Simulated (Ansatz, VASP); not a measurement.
One calculation of NiO, two programs

```
CELL_PARAMETERS angstrom
0.00000 2.12617 2.12617
2.08364 0.00000 2.12617
4.16436 4.24935 0.00299
ATOMIC_POSITIONS crystal
Ni 0.00000 0.00000 0.00000
Ni 0.00000 0.00000 0.50000
O 0.50000 0.50000 0.25000
O 0.50000 0.50000 0.75000
```

Change from the starting cell: strain e1 = -0.02, atoms carried along.

Alike in both runs: task single point; functional PBE; k mesh 10 × 10 × 5; occupations gaussian, width 0.05 eV; collinear spin; Hubbard terms Ni d U = 6.2 eV.

|  | VASP | Ansatz |
| --- | --- | --- |
| version | VASP 6.6.1 | Ansatz 0.2.0 |
| potentials or method | VASP PAW PBE potentials, release 64 (Ni, O), cutoff 520 eV | scalar-relativistic, plane waves, PAW |
| valence electrons in the cell | 32 | 48 |

Ansatz gave:

| Property | Result |
| --- | --- |
| gap on the k mesh at the Fermi level (eV) | 2.93 |
| least direct gap on the mesh (eV) | 3.67 |
| pressure (GPa) | 4.0 |
| net moment per atom (μB) | 0.00 |
| size of the moment on the site where the two differ most (μB) | 1.67 |

Question: Estimate VASP's values.

Answer: gap on the k mesh at the Fermi level (eV): 3.20; least direct gap on the mesh (eV): 3.87; pressure (GPa): -4.7; net moment per atom (μB): 0.00; size of the moment on the site where the two differ most (μB): 1.75.

Site moments also hang on the region over which each program counts them. The programs project onto different local orbitals, so the same U acts differently, and such runs can settle in different states. VASP's potentials hold 32 valence electrons a cell and Ansatz's 48, so a difference there can come from the potentials and not from the codes. Ansatz's warnings: anti translation declined.
